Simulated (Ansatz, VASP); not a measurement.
# MgW in VASP and in Ansatz

```
Mg W
1.0
     2.86122    0.00000    0.00000
    -1.43061    2.47789    0.00000
     0.00000    0.00000    9.81673
Mg W
2 2
Direct
  0.00000 0.00000 0.00000
  0.00000 0.00000 0.50000
  0.33333 0.66667 0.25000
  0.66667 0.33333 0.75000
```

Alike in both runs: task relaxation of cell and atoms; functional PBE; k mesh 9 × 9 × 2; occupations gaussian, width 0.1 eV; no spin polarisation.

|  | VASP | Ansatz |
| --- | --- | --- |
| version | VASP 6.6.1 | Ansatz 0.2.0 |
| potentials or method | VASP PAW PBE potentials, release 64 (Mg, W_sv), cutoff 600 eV | scalar-relativistic, plane waves, PAW |
| valence electrons in the cell | 32 | 48 |

```csv
,VASP,Ansatz,Ansatz less VASP
"gap on the k mesh at the Fermi level, each at its own relaxed structure (eV)",none,none,-
relaxed volume (Å³/atom),17.29,17.31,+0.023
relaxed cell length with the largest relative difference (Å),9.816,9.839,+0.0233
```

A gap of «none» marks a metal or a gap that the smearing closes. VASP's potentials hold 32 valence electrons a cell and Ansatz's 48, so a difference there can come from the potentials and not from the codes.

Spin-orbit coupling is off throughout.
